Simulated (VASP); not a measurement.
# AlGa2As3 (P6/mmm) in VASP: a series of runs, part 2 of 2

VASP 6.6.1. Earlier steps stand in the parts before.

### Step 6. Relaxation of cell and atoms, PBE

This run uses another cell than the first one, of 23.04 Å³/atom, 1.219 times its volume.

INCAR

```
ALGO = Normal
EDIFF = 1E-6
EDIFFG = -0.01
ENCUT = 600
GGA = PE
IBRION = 2
ISIF = 3
ISMEAR = 0
LASPH = True
LCHARG = False
LREAL = False
LWAVE = False
NELM = 80
NSW = 100
PREC = Accurate
SIGMA = 0.1
```

KPOINTS

```
k-points
0
Gamma
  6 6 10
```

POSCAR

```
AlGa2As3
1.0
    6.6579964467      0.0000000000      0.0000000000
   -3.3289982234      5.7659940612      0.0000000000
    0.0000000000      0.0000000000      3.6007687674
Al Ga As
1 2 3
Direct
    0.0000000000      0.0000000000      0.0000000000
    0.3333333333      0.6666666667      0.0000000000
    0.6666666667      0.3333333333      0.0000000000
    0.5000000000      0.0000000000      0.5000000000
    0.5000000000      0.5000000000      0.5000000000
    0.0000000000      0.5000000000      0.5000000000
```

Potentials or basis: VASP PAW PBE potentials, release 64 (Al, Ga_d, As).

On the command line:

```console
cat potpaw_PBE.64/Al/POTCAR potpaw_PBE.64/Ga_d/POTCAR potpaw_PBE.64/As/POTCAR > POTCAR
mpirun -np 1 vasp_std > vasp.out
```

OUTCAR:

```text
EDIFF = 1E-6
   EDIFFG = -0.01
   ENCUT = 600
   GGA = PE
   IBRION = 2
   ISIF = 3
   ISMEAR = 0
   LASPH = True
   LREAL = False
   NELM = 80
   NSW = 100
   PREC = Accurate

 ion  position               nearest neighbor table
   1  0.000  0.000  0.000-
   2  0.333  0.667  0.000-   6 2.63   6 2.63   4 2.63   4 2.63   5 2.63   5 2.63
   3  0.667  0.333  0.000-   6 2.63   6 2.63   4 2.63   4 2.63   5 2.63   5 2.63
   4  0.500  0.000  0.500-   2 2.63   3 2.63   2 2.63   3 2.63
   5  0.500  0.500  0.500-   2 2.63   3 2.63   2 2.63   3 2.63
   6  0.000  0.500  0.500-   2 2.63   3 2.63   2 2.63   3 2.63

  LATTYP: Found a hexagonal cell.
 ALAT       =     6.6579964467
 C/A-ratio  =     0.5408186676

  Lattice vectors:

 A1 = (   6.6579964467,   0.0000000000,   0.0000000000)
 A2 = (  -3.3289982234,   5.7659940612,   0.0000000000)
[... 394 lines left out ...]
  free energy    TOTEN  =       -21.25607202 eV

  energy without entropy =      -21.24199898  energy(sigma->0) =      -21.24903550

 E-fermi :   4.4597     XC(G=0):  -9.6715

 val. band max:        4.4322398245   @ k =   0.3333   0.1667   0.3000
 cond. band min:       4.4616604156   @ k =   0.1667   0.0000   0.5000
 fundamental gap:      0.0294205911
 Fermi energy:         4.4597358630

 k-point     1 :       0.0000    0.0000    0.0000
  band No.  band energies     occupation
      1     -10.5940      2.00000
      2     -10.5686      2.00000
      3     -10.5686      2.00000
      4     -10.5616      2.00000
      5     -10.5616      2.00000
      6     -10.5545      2.00000
[... 685 lines left out ...]
     25       6.2425      0.00000
     26       6.4191      0.00000

 [... further k-points ...]

------------------------ aborting loop because EDIFF is reached ----------------------------------------

  FORCE on cell =-STRESS in cart. coord.  units (eV):
  Direction    XX          YY          ZZ          XY          YZ          ZX
  --------------------------------------------------------------------------------------
  -------------------------------------------------------------------------------------
  Total       -0.0312616     -0.0312616      0.0391817      0.0000000      0.0000000      0.0000000
  in kB       -0.3637708     -0.3637708      0.4559323      0.0000000      0.0000000      0.0000000
  external PRESSURE =      -0.0905364 kB  Pullay stress =       0.0000000 kB
[... 21 lines left out ...]
  FREE ENERGIE OF THE ION-ELECTRON SYSTEM (eV)
  ---------------------------------------------------
  free  energy   TOTEN  =       -21.2560720168 eV

  energy  without entropy=      -21.2419989788  energy(sigma->0) =      -21.24903550

 reached required accuracy - stopping structural energy minimisation
```

OSZICAR:

```text
N       E                     dE             d eps       ncg     rms          rms(c)
DAV:   1     0.321198309002E+03    0.32120E+03   -0.21511E+04  2190   0.224E+03
DAV:   2     0.191150697579E+02   -0.30208E+03   -0.29708E+03  2396   0.498E+02
DAV:   3    -0.195817672163E+02   -0.38697E+02   -0.37371E+02  2774   0.138E+02
[... 89 lines left out ...]
DAV:   1    -0.212561984651E+02   -0.15750E-03   -0.21435E-03  2796   0.627E-01    0.675E-02
DAV:   2    -0.212561040693E+02    0.94396E-04   -0.27813E-04  2872   0.262E-01    0.325E-02
DAV:   3    -0.212560750920E+02    0.28977E-04   -0.40037E-05  2972   0.891E-02    0.745E-03
DAV:   4    -0.212560721566E+02    0.29354E-05   -0.71747E-06  2070   0.291E-02    0.188E-03
DAV:   5    -0.212560720168E+02    0.13974E-06   -0.44026E-07  1142   0.744E-03
  11 F= -.21256072E+02 E0= -.21249035E+02  d E =-.311951E-04
```

Run time: 18 min. Hardware: 1 thread of Intel Xeon 6975P-C, shared host; peak memory 0.42 GiB.

Results:

```yaml
Free_energy: -21.2561 eV
Relaxed_volume: 22.95 Å³/atom
Relaxed_cell: a = 6.433 Å, b = 6.433 Å, c = 3.842 Å, α = 90.00°, β = 90.00°, γ = 120.00°
Space_group_after_relaxing_to_0.05_Å: P6/mmm (No. 191)
Energy_gained_by_relaxing: 20.3 meV/atom
Ionic_steps: 11
Pressure_after_relaxing: 0.0 GPa
Band_gap_on_the_k_mesh: zero (band 22 reaches 5.61 eV, above the bottom of band 23 at 3.68 eV)
```

The path:
| step | energy change (eV) | largest force (eV/Å) | pressure (GPa) | volume (Å³) |
| --- | --- | --- | --- | --- |
| 1 | 0.0000 | 0.0000 | 0.54 | 138.23 |
| 2 | -0.0311 | 0.0000 | -0.14 | 139.76 |
| 3 | -0.0685 | 0.0000 | -1.89 | 144.25 |
| 4 | -0.0787 | 0.0000 | -1.85 | 143.95 |
| 5 | -0.0882 | 0.0000 | -1.82 | 143.42 |
| 6 | -0.0893 | 0.0000 | -1.79 | 143.21 |
| 7 | -0.1039 | 0.0000 | -1.35 | 141.74 |
| 8 | -0.1214 | 0.0000 | 0.08 | 137.45 |
| 9 | -0.1215 | 0.0000 | -0.07 | 137.71 |
| 10 | -0.1215 | 0.0000 | 0.07 | 137.60 |
| 11 | -0.1215 | 0.0000 | -0.01 | 137.69 |

Final structure:
```
Al Ga As
1.0
     6.43278    0.00000    0.00000
    -3.21639    5.57095    0.00000
     0.00000    0.00000    3.84207
Al Ga As
1 2 3
Direct
  0.00000 0.00000 0.00000
  0.33333 0.66667 0.00000
  0.66667 0.33333 0.00000
  0.50000 0.00000 0.50000
  0.50000 0.50000 0.50000
  0.00000 0.50000 0.50000
```

### Step 7. The runs side by side

| task | cell | k mesh | cutoff (eV) | gap on the mesh (eV) | pressure (GPa) | relaxed volume (Å³/atom) |
| --- | --- | --- | --- | --- | --- | --- |
| single point | a = 6.177, b = 6.177, c = 3.431 Å, angles 90.0, 90.0, 120.0°, 6 atoms | 3 × 3 × 6 | 520 | none | 15.7 | - |
| single point | a = 6.658, b = 6.658, c = 3.601 Å, angles 90.0, 90.0, 120.0°, 6 atoms | 3 × 3 × 6 | 520 | none | 0.2 | - |
| single point | a = 6.428, b = 6.428, c = 3.841 Å, angles 90.0, 90.0, 120.0°, 6 atoms | 6 × 6 × 10 | 520 | none | 0.1 | - |
| relaxation of cell and atoms | relaxed from a = 6.177, b = 6.177, c = 3.431 Å, angles 90.0, 90.0, 120.0°, 6 atoms | 3 × 3 × 6 | 600 | none | -0.1 | 23.11 |
| relaxation of cell and atoms | relaxed from a = 6.658, b = 6.658, c = 3.601 Å, angles 90.0, 90.0, 120.0°, 6 atoms | 6 × 6 × 10 | 600 | none | 0.0 | 22.95 |

Alike in all rows: level PBE; potentials or basis VASP PAW PBE potentials, release 64 (Al, Ga_d, As); no spin polarisation; smearing gaussian 0.1 eV.

Caveats: some runs use coarse meshes; the volume moved by over 15 % at a fixed basis, so the end points are rough (some runs).

Absolute energies hang on the potentials; compare differences alone.
